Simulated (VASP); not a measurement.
Re:

```
Re
1.0
     2.76639    0.00000    0.00000
    -1.38319    2.39576    0.00000
     0.00000    0.00000    8.93885
Re
4
Direct
  0.66667 0.33333 0.75000
  0.00000 0.00000 0.50000
  0.33333 0.66667 0.25000
  0.00000 0.00000 0.00000
```

```yaml
Program: VASP 6.6.1
Task: relaxation of cell and atoms
Functional: PBEsol
Dispersion: D3(BJ)
Potentials_or_basis: VASP PAW PBE potentials, release 64 (Re)
Cutoff: 600 eV
k_mesh: 11 × 11 × 3
Occupations: fermi-dirac, width 0.05 eV
Spin: no spin polarisation
```

At the start: pressure -14.2 GPa; volume 14.81 Å³/atom.

How do energy, volume and symmetry change on relaxing?

Over 7 steps the energy falls by 24.5 meV/atom and the volume is 14.28 Å³/atom (-3.6 %); space group P6_3/mmc (No. 194, to 0.05 Å).

Step by step:
| step | energy change (eV) | largest force (eV/Å) | pressure (GPa) | volume (Å³) |
| --- | --- | --- | --- | --- |
| 1 | 0.0000 | 0.0000 | -14.19 | 59.24 |
| 2 | 2.0528 | 0.0000 | 94.49 | 48.69 |
| 3 | -0.0975 | 0.0000 | -1.10 | 57.26 |
| 4 | -0.0980 | 0.0000 | -0.26 | 57.14 |
| 5 | -0.0980 | 0.0000 | 0.08 | 57.10 |
| 6 | -0.0980 | 0.0000 | -0.27 | 57.15 |
| 7 | -0.0980 | 0.0000 | -0.01 | 57.11 |

Final structure:
```yaml
crystal:
  lattice:
    - [2.73245, 0.00000, 0.00000]
    - [-1.36623, 2.36637, 0.00000]
    - [0.00000, 0.00000, 8.83193]
  atoms:
    - { symbol: Re, position: [0.66667, 0.33333, 0.75000] }
    - { symbol: Re, position: [0.00000, 0.00000, 0.50000] }
    - { symbol: Re, position: [0.33333, 0.66667, 0.25000] }
    - { symbol: Re, position: [0.00000, 0.00000, 0.00000] }
```

Caveat: the PAW data sets were made with another functional, which shifts forces and pressure a little.
